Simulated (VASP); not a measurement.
# Cd in VASP: a series of runs, part 2 of 2

VASP 6.6.1.

**3. Relaxation of cell and atoms, PBEsol**

This run uses another cell than the first one, of 22.48 Å³/atom, 1.073 times its volume.

The input, INCAR:

```
SYSTEM = Cd
PREC     = Accurate       ! precision mode
ENCUT    = 600            ! plane-wave cutoff, eV
EDIFF    = 1E-7           ! SCF threshold, eV
ISMEAR   = 0              ! smearing method
SIGMA    = 0.1            ! smearing width, eV
LREAL    = .False.        ! projectors in reciprocal space
LASPH    = .True.         ! aspherical terms in the spheres
NELM     = 100            ! most SCF steps
ALGO     = Normal         ! electronic algorithm
ISIF     = 3              ! what is computed and relaxed
LWAVE    = .False.        ! write WAVECAR
LCHARG   = .False.        ! write CHGCAR
GGA      = PS             ! functional
IBRION   = 2              ! ionic algorithm
NSW      = 100            ! ionic steps
EDIFFG   = -0.01          ! ionic threshold
```

The input, KPOINTS:

```
Automatic mesh
0
Gamma
  24 24 24
  0 0 0
```

The input, POSCAR:

```
Cd
1.0
   -1.5458648465      1.5458648465      2.3518078511
    1.5458648465     -1.5458648465      2.3518078511
    1.5458648465      1.5458648465     -2.3518078511
Cd
1
Direct
    0.0000000000      0.0000000000      0.0000000000
```

Potentials or basis: VASP PAW PBE potentials, release 64 (Cd).

On the command line:

```console
cat potpaw_PBE.64/Cd/POTCAR > POTCAR
mpirun -np 1 vasp_std > vasp.out
```

OUTCAR:

```text
SYSTEM = Cd
   PREC = Accurate
   ENCUT = 600
   EDIFF = 1E-7
   ISMEAR = 0
   LREAL = .False.
   LASPH = .True.
   NELM = 100
   ISIF = 3
   GGA = PS
   IBRION = 2
   NSW = 100
   EDIFFG = -0.01

 ion  position               nearest neighbor table
   1  0.000  0.000  0.000-

  LATTYP: Found a body centered tetragonal cell.
 ALAT       =     3.0917296930
 C/A-ratio  =     1.5213541187

  Lattice vectors:

 A1 = (  -1.5458648465,   1.5458648465,   2.3518078511)
 A2 = (   1.5458648465,  -1.5458648465,   2.3518078511)
 A3 = (   1.5458648465,   1.5458648465,  -2.3518078511)

Analysis of symmetry for initial positions (statically):
=====================================================================
 Subroutine PRICEL returns:
[... 469 lines left out ...]
  band No.  band energies     occupation
      1      -6.2487      2.00000
      2      -6.2481      2.00000
      3      -6.2481      2.00000
      4      -6.1776      2.00000
      5      -5.7513      2.00000
      6      -5.7503      2.00000
      7      16.9450      0.00000
      8      18.2122      0.00000
      9      18.2122      0.00000
     10      18.2123      0.00000
[... 287 lines left out ...]
 k-point    24 :       0.4583    0.0417   -0.0000
  band No.  band energies     occupation
      1      -6.7933      2.00000
      2      -6.2475      2.00000
      3      -6.2304      2.00000
      4      -5.3693      2.00000
      5      -5.3613      2.00000
      6       0.1269      2.00000
      7       2.0680      2.00000
      8      15.1266      0.00000
      9      15.7123      0.00000
     10      15.9967      0.00000

 [... further k-points ...]

------------------------ aborting loop because EDIFF is reached ----------------------------------------

  FORCE on cell =-STRESS in cart. coord.  units (eV):
  Direction    XX          YY          ZZ          XY          YZ          ZX
  --------------------------------------------------------------------------------------
  -------------------------------------------------------------------------------------
  Total       -0.0007066     -0.0007066      0.0033344      0.0000000     -0.0000000      0.0000000
  in kB       -0.0538166     -0.0538166      0.2539539      0.0000000     -0.0000000      0.0000000
  external PRESSURE =       0.0487736 kB  Pullay stress =       0.0000000 kB
[... 16 lines left out ...]
  FREE ENERGIE OF THE ION-ELECTRON SYSTEM (eV)
  ---------------------------------------------------
  free  energy   TOTEN  =        -1.1894939394 eV

  energy  without entropy=       -1.1879836910  energy(sigma->0) =       -1.18873882

 reached required accuracy - stopping structural energy minimisation
```

CONTCAR:

```text
Cd
   1.00000000000000
    -1.5491862616017451    1.5491862616017451    2.1913387049836652
     1.5491862616017451   -1.5491862616017451    2.1913387049836652
     1.5491862616017451    1.5491862616017451   -2.1913387049836652
  Cd
     1
Direct
     0.0000000000000000    0.0000000000000000    0.0000000000000000

  0.00000000E+00  0.00000000E+00  0.00000000E+00
```

Run time: 12 min. Hardware: 1 thread of Intel Xeon 6975P-C (Granite Rapids), shared host; peak memory 0.47 GiB.

What came out:

```
Free energy                            : -1.1895 eV
Relaxed volume                         : 21.04 Å³/atom
Relaxed cell                           : a = 3.099 Å, b = 3.099 Å, c = 3.099 Å, α = 120.01°, β = 120.01°, γ = 89.99°
Space group after relaxing (to 0.05 Å) : Fm-3m (No. 225)
Energy gained by relaxing              : 25.6 meV/atom
Ionic steps                            : 9
Pressure after relaxing                : 0.0 GPa
Band gap on the k mesh                 : zero (band 6 reaches 5.00 eV, above the bottom of band 7 at 1.65 eV)
```

Step by step:
| step | energy change (eV) | largest force (eV/Å) | pressure (GPa) | volume (Å³) |
| --- | --- | --- | --- | --- |
| 1 | 0.0000 | 0.0000 | -3.06 | 22.48 |
| 2 | -0.0197 | 0.0000 | -0.13 | 21.11 |
| 3 | -0.0202 | 0.0000 | 0.50 | 20.89 |
| 4 | -0.0236 | 0.0000 | 0.34 | 20.93 |
| 5 | -0.0255 | 0.0000 | 0.17 | 20.98 |
| 6 | -0.0256 | 0.0000 | 0.18 | 20.98 |
| 7 | -0.0255 | 0.0000 | 0.17 | 20.98 |
| 8 | -0.0256 | 0.0000 | -0.09 | 21.07 |
| 9 | -0.0256 | 0.0000 | 0.00 | 21.04 |

Final structure:
```
CELL_PARAMETERS angstrom
-1.54919 1.54919 2.19134
1.54919 -1.54919 2.19134
1.54919 1.54919 -2.19134
ATOMIC_POSITIONS crystal
Cd 0.00000 0.00000 0.00000
```

Caveat: the PAW data sets were made with another functional, which shifts forces and pressure a little.

**4. Single point, PBEsol**

The input, INCAR:

```
PREC     = Accurate       # precision mode
ENCUT    = 520            # plane-wave cutoff, eV
EDIFF    = 1E-6           # SCF threshold, eV
ISMEAR   = 0              # smearing method
SIGMA    = 0.1            # smearing width, eV
LREAL    = False          # projectors in reciprocal space
LASPH    = True           # aspherical terms in the spheres
NELM     = 80             # most SCF steps
ALGO     = Fast           # electronic algorithm
ISIF     = 2              # what is computed and relaxed
LWAVE    = False          # write WAVECAR
LCHARG   = False          # write CHGCAR
GGA      = PS             # functional
NBANDS   = 12             # bands
```

The input, KPOINTS:

```
regular mesh
0
Gamma
  22 22 22
```

The input, POSCAR:

```
Cd
1.0
    0.0000000000      2.1887489458      2.1887489458
    2.1887489458      0.0000000000      2.1887489458
    2.1887489458      2.1887489458      0.0000000000
Cd
1
Direct
    0.0000000000      0.0000000000      0.0000000000
```

On the command line:

```console
cat potpaw_PBE.64/Cd/POTCAR > POTCAR
mpirun -np 1 vasp_std > vasp.out
```

It took 41 s on 1 thread of Intel Xeon Platinum 8259CL at 2.50GHz (Skylake/Cascade Lake), shared host; peak memory 0.2 GiB.

It converged, with:

* Free energy: -1.1862 eV
* Pressure: 0.4 GPa
* Band gap on the k mesh: zero (band 6 reaches 4.57 eV, above the bottom of band 7 at 1.68 eV)

Levels at points of the mesh, in eV from the Fermi level:
```tsv
k point	band 4	band 5	band 6	band 7	band 8	band 9
(0.00, 0.00, 0.00)	-9.10	-8.65	-8.65	14.06	15.35	15.35
(0.50, 0.00, 0.00)	-8.24	-8.24	-2.49	-1.24	12.90	12.90
(0.50, 0.50, 0.00)	-8.14	-8.14	-0.91	1.55	6.92	6.92
```

Caveat: the PAW data sets were made with another functional, which shifts forces and pressure a little.

**5. Single point, PBEsol**

The input, INCAR:

```
PREC = Accurate
ENCUT = 520
EDIFF = 1E-6
ISMEAR = 0
SIGMA = 0.1
LREAL = F
LASPH = T
NELM = 100
ALGO = Fast
ISIF = 2
LWAVE = F
LCHARG = F
GGA = PS
NBANDS = 12
```

The input, KPOINTS:

```
Automatic mesh
0
Gamma
  24 24 24
```

The input, POSCAR:

```
Cd
1.0
   -1.5459176854      1.5459176854      2.1907404227
    1.5459176854     -1.5459176854      2.1907404227
    1.5459176854      1.5459176854     -2.1907404227
Cd
1
Direct
    0.0000000000      0.0000000000      0.0000000000
```

On the command line:

```console
cat potpaw_PBE.64/Cd/POTCAR > POTCAR
mpirun -np 1 vasp_std > vasp.out
```

Run time: 2.1 min. Hardware: 1 thread of Intel Xeon Platinum 8259CL at 2.50GHz (Skylake/Cascade Lake), shared host; peak memory 0.36 GiB.

The run converged. Its results:

- Free energy: -1.1885 eV
- Pressure: 0.4 GPa
- Band gap on the k mesh: zero (band 6 reaches 5.04 eV, above the bottom of band 7 at 1.69 eV)

Stress tensor (GPa, compression positive):
```
0.43 0.00 0.00
0.00 0.43 0.00
0.00 0.00 0.35
```

Levels at points of the mesh, in eV from the Fermi level:
| k point | band 2 | band 3 | band 4 | band 5 | band 6 | band 7 | band 8 | band 9 | band 10 | band 11 |
| --- | --- | --- | --- | --- | --- | --- | --- | --- | --- | --- |
| (0.00, 0.00, 0.00) | -9.15 | -9.15 | -9.10 | -8.65 | -8.64 | 14.07 | 15.37 | 15.37 | 15.37 | 18.83 |
| (0.50, 0.00, 0.00) | -9.15 | -9.14 | -8.24 | -8.24 | -2.48 | -1.23 | 12.89 | 12.94 | 13.16 | 16.82 |
| (0.50, 0.50, 0.00) | -9.79 | -8.26 | -8.13 | -8.13 | -0.90 | 1.58 | 6.92 | 6.93 | 11.38 | 11.48 |
| (0.50, 0.50, 0.50) | -9.79 | -8.26 | -8.13 | -8.13 | -0.93 | 1.53 | 6.96 | 6.96 | 11.41 | 11.52 |

Caveat: the PAW data sets were made with another functional, which shifts forces and pressure a little.

**6. Overview**

```csv
task,cell,k mesh,cutoff (eV),gap on the mesh (eV),pressure (GPa)
single point,"a = 3.095 Å, angles 120.1, 120.1, 89.9°, 1 atom",24 × 24 × 24,520,none,0.4
relaxation of cell and atoms,"relaxed from a = 3.211 Å, angles 122.4, 122.4, 85.8°, 1 atom",24 × 24 × 24,600,none,0.0
single point,"a = 3.095 Å, angles 60.0°, 1 atom",22 × 22 × 22,520,none,0.4
```

Alike in all rows: level PBEsol; potentials or basis VASP PAW PBE potentials, release 64 (Cd); no spin polarisation; smearing gaussian 0.1 eV.

Caveats: the PAW data sets were made with another functional, which shifts forces and pressure a little.

Absolute energies hang on the potentials; compare differences alone.
